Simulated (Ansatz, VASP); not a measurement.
# FeO: VASP beside Ansatz

The input INCAR:

```
SYSTEM = FeO
PREC = Accurate
ENCUT = 520
EDIFF = 1E-6
ISMEAR = -1
SIGMA = 0.05
LREAL = .FALSE.
LASPH = .TRUE.
NELM = 150
ALGO = Normal
ISIF = 2
LWAVE = .FALSE.
LCHARG = .FALSE.
ISPIN = 2
MAGMOM = 3 0
LORBIT = 11
LMAXMIX = 4
GGA = CA
NBANDS = 18
```

File KPOINTS:

```
regular mesh
0
G
  11 11 11
  0 0 0
```

File POSCAR:

```
FeO
1.0
    1.4982937792      0.8650403168      2.4855247686
   -1.4982937792      0.8650403168      2.4855247686
    0.0000000000     -1.7300806335      2.4855247686
Fe O
1 1
Direct
    0.0000000000      0.0000000000      0.0000000000
    0.5000000000      0.5000000000      0.5000000000
```

The input input.yaml:

```yaml
crystal:
  lattice:
    - [1.4982937792, 0.8650403168, 2.4855247686]
    - [-1.4982937792, 0.8650403168, 2.4855247686]
    - [0.0, -1.7300806335, 2.4855247686]
  atoms:
    - { symbol: Fe, position: [0.0, 0.0, 0.0], spin: 3.0 }
    - { symbol: O, position: [0.5, 0.5, 0.5] }
kpoints:
  mp_grid: { grid: [11, 11, 11] }
scf:
  occupations: { method: fermi_dirac, width: 0.05 }
hamiltonian:
  xc: lda
  pseudopotentials: { kind: all_electron, lapw: { basis_error: 0.001 } }
magnetization:
  spin_polarized: true
output:
  forces: true
  stress: true
  eigenvalues: true
```

Change from the starting cell: volume scaled by 0.96.

Alike in both runs: task single point; functional LDA; k mesh 11 × 11 × 11; occupations fermi-dirac, width 0.05 eV; collinear spin.

```csv
,VASP,Ansatz
version,VASP 6.6.1,Ansatz 0.2.0
potentials or method,"VASP PAW LDA potentials, release 64 (Fe, O), cutoff 520 eV","all-electron LAPW, scalar-relativistic"
```

Ansatz gave:

| Item | Value |
| --- | --- |
| gap on the k mesh at the Fermi level (eV) | none |
| pressure (GPa) | -9.6 |
| traceless stress, the component that is largest in VASP (GPa) | -0.66 |
| net moment per atom (μB) | 2.00 |
| size of the moment on the site where the two differ most (μB) | 3.57 |

Q: Which values does VASP return?

A: gap on the k mesh at the Fermi level (eV): none; pressure (GPa): -9.9; traceless stress, the component that is largest in VASP (GPa): -0.62; net moment per atom (μB): 1.97; size of the moment on the site where the two differ most (μB): 3.53.

LDA's correlation is that of Perdew and Zunger in VASP and of Perdew and Wang (1992) in Ansatz. Site moments also hang on the region over which each program counts them. A gap of «none» marks a metal or a gap that the smearing closes. Ansatz ran all-electron here, and VASP with PAW potentials.
